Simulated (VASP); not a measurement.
The system is Ru.

```xyz
2
Lattice="2.7058 0.0000 0.0000 -1.3529 2.3433 0.0000 0.0000 0.0000 4.2819" Properties=species:S:1:pos:R:3 pbc="T T T"
Ru   -0.0407    1.6041    1.1094
Ru    1.3899    0.8195    3.2202
```

| Property | Result |
| --- | --- |
| Program | VASP 6.6.1 |
| Task | relaxation of cell and atoms |
| Functional | PBEsol |
| Potentials or basis | VASP PAW PBE potentials, release 64 (Ru_pv) |
| Cutoff | 600 eV |
| k mesh | 9 × 9 × 5 |
| Occupations | fermi-dirac, width 0.05 eV |
| Spin | no spin polarisation |

At the start: pressure -6.2 GPa; volume 13.57 Å³/atom.

Q: Where does the relaxation end?

A: Over 11 steps the energy falls by 18.2 meV/atom and the volume is 13.31 Å³/atom (-2.0 %); space group P6_3/mmc (No. 194, to 0.05 Å).

The path:
```
step  energy change (eV)  largest force (eV/Å)  pressure (GPa)  volume (Å³)
   1              0.0000                0.6497           -6.17        27.15
   2              0.0698                0.1301           22.99        25.15
   3             -0.0219                0.4811            2.30        26.46
   4             -0.0321                0.1534           -0.82        26.69
   5             -0.0331                0.1189           -0.17        26.63
   6             -0.0359                0.0838           -0.04        26.62
   7             -0.0360                0.0780            0.00        26.62
   8             -0.0364                0.0130           -0.03        26.62
   9             -0.0364                0.0126           -0.03        26.62
  10             -0.0364                0.0072            0.08        26.61
  11             -0.0364                0.0052            0.05        26.62
```

Final structure:
```cif
data_structure
_symmetry_space_group_name_H-M 'P 1'
_symmetry_Int_Tables_number 1
_cell_length_a 2.6875
_cell_length_b 2.6878
_cell_length_c 4.2541
_cell_angle_alpha 90.000
_cell_angle_beta 90.001
_cell_angle_gamma 119.987
_cell_volume 26.62
loop_
_atom_site_label
_atom_site_type_symbol
_atom_site_fract_x
_atom_site_fract_y
_atom_site_fract_z
_atom_site_occupancy
Ru1 Ru 0.34126 0.68401 0.25559 1
Ru2 Ru 0.67452 0.35027 0.75555 1
```

Caveat: the PAW data sets were made with another functional, which shifts forces and pressure a little.
